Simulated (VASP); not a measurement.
# La (Im-3m) in VASP: single point with PBE

Aim: the single point of La with PBE.

Everything below comes from runs of VASP 6.6.1. Logs are shortened: lines on timing, memory, paths and dates and some standing lists are left out, and cuts for length are marked.

**1. The cell of the first run**

It takes space group Im-3m (No. 229, cubic). The conventional cell has a = 3.241 Å, b = 3.241 Å, c = 3.241 Å, α = 90.00°, β = 90.00°, γ = 90.00°. La (site symmetry m-3m) has 14 La at 2.81 to 3.24 Å within 3.7 Å.

This isn't the form of La at room conditions, which is double hcp.

**2. Single point, PBE (17.02 Å³/atom)**

The input, POSCAR:

```
La
1.0
   -1.6203510678      1.6203510678      1.6203510678
    1.6203510678     -1.6203510678      1.6203510678
    1.6203510678      1.6203510678     -1.6203510678
La
1
Direct
    0.0000000000      0.0000000000      0.0000000000
```

The input, INCAR.step1:

```
PREC = Accurate ; ENCUT = 520
EDIFF = 1E-6 ; ISMEAR = -1
SIGMA = 0.08 ; LREAL = F
LASPH = T ; NELM = 100
ALGO = Normal ; ISIF = 2
LWAVE = F ; LCHARG = T
LMAXMIX = 6 ; GGA = PE
NBANDS = 12
```

The input, KPOINTS.step1:

```
Automatic mesh
0
Gamma
  13 13 13
```

The input, INCAR.step2:

```
PREC = Accurate ; ENCUT = 520
EDIFF = 1E-6 ; ISMEAR = -5
SIGMA = 0.08 ; LREAL = F
LASPH = T ; NELM = 100
ALGO = Normal ; ISIF = 2
LWAVE = F ; LCHARG = F
LMAXMIX = 6 ; GGA = PE
LORBIT = 11 ; NBANDS = 12
NEDOS = 2001 ; ICHARG = 11
```

The input, KPOINTS.step2:

```
Automatic mesh
0
Gamma
  20 20 20
```

Potentials or basis: VASP PAW PBE potentials, release 64 (La).

Launch:

```console
> cat potpaw_PBE.64/La/POTCAR > POTCAR
> cp INCAR.step1 INCAR
> cp KPOINTS.step1 KPOINTS
> mpirun -np 1 vasp_std > vasp.out
> cp INCAR.step2 INCAR
> cp KPOINTS.step2 KPOINTS
> mpirun -np 1 vasp_std > vasp.out
```

OUTCAR:

```text
PREC = Accurate
   ENCUT = 520
   EDIFF = 1E-6
   ISMEAR = -5
   LREAL = F
   LASPH = T
   NELM = 100
   ISIF = 2
   GGA = PE
   LORBIT = 11
   ICHARG = 11

 ion  position               nearest neighbor table
   1  0.000  0.000  0.000-

  LATTYP: Found a body centered cubic cell.
 ALAT       =     3.2407021356

  Lattice vectors:

 A1 = (  -1.6203510678,   1.6203510678,   1.6203510678)
 A2 = (   1.6203510678,  -1.6203510678,   1.6203510678)
 A3 = (   1.6203510678,   1.6203510678,  -1.6203510678)

Analysis of symmetry for initial positions (statically):
=====================================================================
 Subroutine PRICEL returns:
 Original cell was already a primitive cell.

 Routine SETGRP: Setting up the symmetry group for a
 body centered cubic supercell.

 Subroutine GETGRP returns: Found 48 space group operations
 (whereof 48 operations were pure point group operations)
 out of a pool of 48 trial point group operations.

The static configuration has the point symmetry O_h .

Analysis of symmetry for dynamics (positions and initial velocities):
=====================================================================
 Subroutine PRICEL returns:
 Original cell was already a primitive cell.

 Routine SETGRP: Setting up the symmetry group for a
 body centered cubic supercell.

 Subroutine GETGRP returns: Found 48 space group operations
 (whereof 48 operations were pure point group operations)
 out of a pool of 48 trial point group operations.

The dynamic configuration has the point symmetry O_h .

 Subroutine INISYM returns: Found 48 space group operations
 (whereof 48 operations are pure point group operations),
 and found     1 'primitive' translations

----------------------------------------------------------------------------------------

                                     Primitive cell

  volume of cell :      17.0172

  direct lattice vectors                    reciprocal lattice vectors
    -1.620351068  1.620351068  1.620351068     0.000000000  0.308575104  0.308575104
     1.620351068 -1.620351068  1.620351068     0.308575104  0.000000000  0.308575104
     1.620351068  1.620351068 -1.620351068     0.308575104  0.308575104  0.000000000

  length of vectors
     2.806530376  2.806530376  2.806530376     0.436391098  0.436391098  0.436391098

  position of ions in fractional coordinates (direct lattice)
     0.000000000  0.000000000  0.000000000

  ion indices of the primitive-cell ions
   primitive index   ion index
                 1           1

----------------------------------------------------------------------------------------

 KPOINTS: Automatic mesh

Automatic generation of k-mesh.
 Grid dimensions read from file:
 generate k-points for:   20   20   20

 Generating k-lattice:

  Cartesian coordinates                     Fractional coordinates (reciprocal lattice)
     0.000000000  0.015428755  0.015428755     0.050000000  0.000000000  0.000000000
     0.015428755  0.000000000  0.015428755     0.000000000  0.050000000  0.000000000
     0.015428755  0.015428755  0.000000000     0.000000000  0.000000000  0.050000000

  Length of vectors
     0.021819555  0.021819555  0.021819555

  Shift w.r.t. Gamma in fractional coordinates (k-lattice)
     0.000000000  0.000000000  0.000000000

 TETIRR: Found   9408 inequivalent tetrahedra from    48000

 Subroutine IBZKPT returns following result:
 ===========================================

 Found    256 irreducible k-points:

 Following reciprocal coordinates:
            Coordinates               Weight
  0.000000  0.000000  0.000000      1.000000
  0.050000  0.000000  0.000000     12.000000
  0.100000  0.000000  0.000000     12.000000
  0.150000  0.000000  0.000000     12.000000
  0.200000  0.000000  0.000000     12.000000
  0.250000  0.000000  0.000000     12.000000
[... 16 lines left out ...]
  0.200000  0.100000  0.000000     48.000000
  0.250000  0.100000 -0.000000     48.000000
 [... further k-points ...]
   k-points           NKPTS =    256   k-points in BZ     NKDIM =    256   number of bands    NBANDS=     12
   number of dos      NEDOS =   2001   number of ions     NIONS =      1
   total plane-waves  NPLWV =  13824
   dimension x,y,z NGX =    24 NGY =   24 NGZ =   24
   dimension x,y,z NGXF=    48 NGYF=   48 NGZF=   48
   ions per type =               1
   NGX,Y,Z   is equivalent  to a cutoff of  14.22, 14.22, 14.22 a.u.
   NGXF,Y,Z  is equivalent  to a cutoff of  28.43, 28.43, 28.43 a.u.
 SYSTEM =  unknown system
   PREC   = accura    normal or accurate (medium, high low for compatibility)
   ISTART =      0    job   : 0-new  1-cont  2-samecut
   ICHARG =     11    charge: 1-file 2-atom 10-const
   ISPIN  =      1    spin polarized calculation?
   LNONCOLLINEAR =      F non collinear calculations
   LSORBIT =      F    spin-orbit coupling
   LASPH  =      T    aspherical Exc in radial PAW
   ENCUT  =  520.0 eV  38.22 Ry    6.18 a.u.   5.22  5.22  5.22*2*pi/ulx,y,z
   NELM   =    100;   NELMIN=  2; NELMDL=  0     # of ELM steps
   EDIFF  = 0.1E-05   stopping-criterion for ELM
   LREAL  =      F    real-space projection
   EDIFFG = 0.1E-04   stopping-criterion for IOM
   NSW    =      0    number of steps for IOM
   IBRION =     -1    ionic relax: 0-MD 1-quasi-New 2-CG
   NFREE  =      0    steps in history (QN), initial steepest desc. (CG)
   ISIF   =      2    stress and relaxation
   ISYM   =      2    0-nonsym 1-usesym 2-fastsym
   POTIM  = 0.5000    time-step for ionic-motion
   TEBEG  =    0.0;   TEEND  =   0.0 temperature during run
   PSTRESS=    0.0 pullay stress
   NELECT =      11.0000    total number of electrons
   NUPDOWN=      -1.0000    fix difference up-down
   EMIN   =  10.00;   EMAX   =-10.00  energy-range for DOS
   EFERMI =   0.00;   METHOD = LEGACY
   ISMEAR =    -5;   SIGMA  =   0.08  broadening in eV -4-tet -1-fermi 0-gaus
   EFERMI_NEDOS =   21; number of points for ismear=-14 and -15
   IALGO  =     38    algorithm
   IMIX   =      4    mixing-type and parameters
     AMIX     =   0.40;   BMIX     =  1.00
     AMIX_MAG =   1.60;   BMIX_MAG =  1.00
  volume/ion in A,a.u.               =      17.02       114.84
  Fermi-wavevector in a.u.,A,eV,Ry     =   1.415500  2.674908 27.261189  2.003641
  Thomas-Fermi vector in A             =   2.536932
   LORBIT       =     11    0 simple, 1 ext, 2 COOP (PROOUT), +10 PAW based schemes
   GGA     = PE    functional components
   LHFCALC =     F    Hartree Fock is set to
   AEXX    =    0.0000 exact exchange contribution
   IVDW    =     0    specifies the selected vdW correction
   LEPSILON=     F    determine dielectric tensor
   LRPA    =     F    only Hartree local field effects (RPA)
 non-spin polarized calculation
 Fermi weights with tetrahedron method with Bloechl corrections
  energy-cutoff  :      520.00
  volume of cell :       17.02
 maximum number of plane-waves:       470
 NGX is ok and might be reduce to    24

 number of electron      11.0000000 magnetization

 Free energy of the ion-electron system (eV)
  ---------------------------------------------------
  ext. energy  EPLUGINS =         0.00000000
  ---------------------------------------------------
  free energy    TOTEN  =        -2.08556983 eV

  energy without entropy =       -2.08556983  energy(sigma->0) =       -2.08556983

 E-fermi :  18.1952     XC(G=0): -13.2436

 val. band max:       18.2526386474   @ k =  -0.4000   0.4000   0.1500
 cond. band min:      18.1142163981   @ k =   0.3000   0.1000   0.1000
 fundamental gap:     -0.1384222493
 Fermi energy:        18.1952407760

 k-point     1 :       0.0000    0.0000    0.0000
  band No.  band energies     occupation
      1     -15.9774      2.00000
      2       6.3074      2.00000
      3       6.3074      2.00000
      4       6.3074      2.00000
      5      19.8038      0.00000
      6      19.8387      0.00000
      7      19.8387      0.00000
      8      19.8387      0.00000
      9      20.5597      0.00000
     10      20.5597      0.00000
     11      20.5597      0.00000
     12      23.2385      0.00000

 k-point     2 :       0.0500    0.0000    0.0000
  band No.  band energies     occupation
      1     -15.9290      2.00000
      2       6.0257      2.00000
      3       6.2171      2.00000
      4       6.2959      2.00000
      5      19.4692      0.00000
      6      19.5570      0.00000
      7      19.8237      0.00000
      8      20.0348      0.00000
      9      20.6597      0.00000
     10      20.8125      0.00000
     11      20.8853      0.00000
     12      23.1773      0.00000

 k-point     3 :       0.1000    0.0000    0.0000
  band No.  band energies     occupation
      1     -15.7853      2.00000
      2       5.2578      2.00000
      3       5.9648      2.00000
      4       6.2620      2.00000
      5      18.8275     -0.04030
      6      19.0726      0.00000
      7      19.7901      0.00000
      8      20.5140      0.00000
      9      20.9096      0.00000
     10      21.2131      0.00000
     11      21.5249      0.00000
     12      23.0472      0.00000

 k-point     4 :       0.1500    0.0000    0.0000
  band No.  band energies     occupation
      1     -15.5517      2.00000
      2       4.1699      2.00000
      3       5.5975      2.00000
      4       6.2082      2.00000
      5      18.1310      1.14502
      6      18.5704     -0.06979
      7      19.7653      0.00000
      8      20.8537      0.00000
      9      21.1995      0.00000
     10      21.5858      0.00000
     11      22.3497      0.00000
     12      22.9339      0.00000

 k-point     5 :       0.2000    0.0000    0.0000
  band No.  band energies     occupation
      1     -15.2379      2.00000
      2       2.9227      2.00000
      3       5.1714      2.00000
      4       6.1386      2.00000
      5      17.4468      2.03549
      6      18.0930      1.53326
      7      19.7763      0.00000
      8      21.0106      0.00000
      9      21.4473      0.00000
     10      21.9019      0.00000
     11      22.8283      0.00000
     12      22.8624      0.00000
[... 228 lines left out ...]
      1     -15.4150      2.00000
      2       3.6746      2.00000
      3       5.4932      2.00000
      4       5.9541      2.00000
      5      18.2273      1.16481
      6      18.2941      0.20764
      7      19.8347      0.00000
      8      20.5284      0.00000
      9      21.4456      0.00000
     10      21.6651      0.00000
     11      22.6047      0.00000
     12      23.0787      0.00000

 k-point    22 :       0.1500    0.1000    0.0000
  band No.  band energies     occupation
      1     -15.1076      2.00000
      2       2.6091      2.00000
      3       5.0096      2.00000
      4       5.8191      2.00000
      5      17.7212      2.03093
      6      18.0607      1.86540
      7      19.8304      0.00000
      8      20.7442      0.00000
      9      21.5472      0.00000
     10      21.8700      0.00000
     11      22.7374      0.00000
     12      23.2583      0.00000

 k-point    23 :       0.2000    0.1000    0.0000
  band No.  band energies     occupation
      1     -14.7383      2.00000
      2       1.4844      2.00000
      3       4.4806      2.00000
      4       5.7043      2.00000
      5      17.2110      2.00000
      6      17.8644      2.00852
      7      19.8056      0.00000
      8      21.0319      0.00000
      9      21.5726      0.00000
     10      22.0679      0.00000
     11      22.7888      0.00000
     12      23.2894      0.00000

 k-point    24 :       0.2500    0.1000   -0.0000
  band No.  band energies     occupation
      1     -14.3316      2.00000
      2       0.3842      2.00000
      3       3.9907      2.00000
      4       5.5981      2.00000
      5      16.7548      2.00000
      6      17.6897      2.01580
      7      19.8352      0.00000
      8      21.1867      0.00000
      9      21.6444      0.00000
     10      22.2413      0.00000
     11      22.8428      0.00000
     12      23.2807      0.00000

 [... further k-points ...]

------------------------ aborting loop because EDIFF is reached ----------------------------------------

  FORCE on cell =-STRESS in cart. coord.  units (eV):
  Direction    XX          YY          ZZ          XY          YZ          ZX
  --------------------------------------------------------------------------------------
  -------------------------------------------------------------------------------------
  Total        9.6313823      9.6313823      9.6313823     -0.0000000     -0.0000000     -0.0000000
  in kB      906.8007136    906.8007136    906.8007136     -0.0000000     -0.0000000     -0.0000000
  external PRESSURE =     906.8007136 kB  Pullay stress =       0.0000000 kB

 VOLUME and BASIS-vectors are now :
 -----------------------------------------------------------------------------
  energy-cutoff  :      520.00
  volume of cell :       17.02
      direct lattice vectors                 reciprocal lattice vectors
    -1.620351068  1.620351068  1.620351068     0.000000000  0.308575104  0.308575104
     1.620351068 -1.620351068  1.620351068     0.308575104  0.000000000  0.308575104
     1.620351068  1.620351068 -1.620351068     0.308575104  0.308575104  0.000000000

 POSITION                                       TOTAL-FORCE (eV/Angst)
 -----------------------------------------------------------------------------------
      0.00000      0.00000      0.00000         0.000000     -0.000000      0.000000
 -----------------------------------------------------------------------------------
    total drift:                                0.000000      0.000000     -0.000000

  FREE ENERGIE OF THE ION-ELECTRON SYSTEM (eV)
  ---------------------------------------------------
  free  energy   TOTEN  =        -2.0855698310 eV

  energy  without entropy=       -2.0855698310  energy(sigma->0) =       -2.08556983

 total charge

# of ion       s       p       d       f       tot
--------------------------------------------------
    1        2.041   5.468   1.979   0.481   9.969
```

Wall time 1.9 min (1 thread of Intel Xeon 8259CL, shared host); peak memory 0.21 GiB.

Results:

| Quantity | Value |
| --- | --- |
| Valence electrons inside the program's atomic spheres | La 9.97 |

Levels at points of the mesh, in eV from the Fermi level:
| k point | band 3 | band 4 | band 5 | band 6 | band 7 | band 8 | band 9 | band 10 |
| --- | --- | --- | --- | --- | --- | --- | --- | --- |
| (0.00, 0.00, 0.00) | -11.89 | -11.89 | 1.61 | 1.64 | 1.64 | 1.64 | 2.36 | 2.36 |
| (0.50, 0.00, 0.00) | -14.66 | -12.40 | -2.92 | -1.59 | 2.13 | 2.85 | 3.80 | 4.48 |
| (0.50, 0.50, 0.50) | -17.61 | -17.61 | -5.47 | -5.47 | 2.59 | 3.95 | 3.95 | 3.95 |

Caveat: spin-orbit coupling is left out, which moves the levels of the heavy elements; tetrahedron occupations give inexact forces and stress in metals.
